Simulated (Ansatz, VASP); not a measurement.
## One calculation of TaBiO, two programs

```
Ta Bi O
1.0
     3.03156    0.00000    0.00000
     0.00000    3.03156    0.00000
     0.00000    0.00000    6.13662
Ta Bi O
1 1 1
Direct
  0.50000 0.50000 0.00000
  0.50000 0.50000 0.50000
  0.00000 0.00000 0.00000
```

Alike in both runs: functional PBE; k mesh 5 × 5 × 3; occupations gaussian, width 0.15 eV; no spin polarisation.

Ansatz relaxed the structure, and its values are those at the end. VASP's run is a single point on that final structure, the one shown.

|  | VASP | Ansatz |
| --- | --- | --- |
| version | VASP 6.6.1 | Ansatz 0.2.0 |
| potentials or method | VASP PAW PBE potentials, release 64 (Ta_pv, Bi_d, O), cutoff 600 eV | scalar-relativistic, plane waves, PAW |
| valence electrons in the cell | 32 | 34 |

Ansatz gave:

- gap on the k mesh at the Fermi level (eV): none
- pressure (GPa): 0.0

Q: Estimate VASP's values.

A: gap on the k mesh at the Fermi level (eV): none; pressure (GPa): 0.1.

A gap of «none» marks a metal or a gap that the smearing closes. VASP's potentials hold 32 valence electrons a cell and Ansatz's 34, so a difference there can come from the potentials and not from the codes.

The k mesh is coarse, so the values compare programs but aren't converged. Neither program's run includes spin-orbit coupling.
